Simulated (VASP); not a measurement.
# CoO: single point with PBE

CoO:

```xyz
2
Lattice="-1.5080 1.5080 2.1072 1.5080 -1.5080 2.1072 1.5080 1.5080 -2.1072" Properties=species:S:1:pos:R:3 pbc="T T T"
Co    0.0000    0.0000    0.0000
O     0.0000    0.0000    2.1072
```

| Item | Value |
| --- | --- |
| Program | VASP 6.6.1 |
| Task | single point |
| Functional | PBE |
| Potentials or basis | VASP PAW PBE potentials, release 64 (Co, O) |
| Cutoff | 600 eV |
| k mesh | 7 × 7 × 7 |
| Occupations | fermi-dirac, width 0.05 eV |
| Spin | collinear spin, ferromagnetic start |
| Starting moments | [2.0, 0.0] μB |

The pressure is -1.1 GPa, the net moment is 2.82 μB per cell and the site moments are Co +2.50; O +0.27 μB. The valence electrons inside the program's atomic spheres are Co 7.81; O 4.98.

Stress tensor (GPa, compression positive):
```
-1.09  0.00  0.00
 0.00 -1.09  0.00
 0.00  0.00 -1.24
```

Levels at points of the mesh, in eV from the Fermi level:
Spin up:
| k point | band 7 | band 8 | band 9 | band 10 | band 11 | band 12 |
| --- | --- | --- | --- | --- | --- | --- |
| (0.00, 0.00, 0.00) | -3.07 | -3.07 | -2.94 | 1.04 | 16.88 | 18.19 |
Spin down:
```tsv
k point	band 3	band 4	band 5	band 6	band 7	band 8	band 9	band 10
(0.00, 0.00, 0.00)	-2.63	-2.63	-1.14	-1.14	-1.09	0.02	0.07	1.57
```

Run time: 54 s on 1 thread of Intel Xeon 8259CL, on a shared host, peak memory 0.16 GiB.

Caveat: the k points lie up to 0.42 Å⁻¹ apart; a cell with one magnetic atom can't hold antiferromagnetic order, which such compounds often take; semilocal functionals often make such compounds metallic where correlation or magnetic order opens a gap, which also shifts bond lengths. With open d or f shells a metallic result of PBE can be an artefact of self-interaction; +U or a hybrid may open a gap.
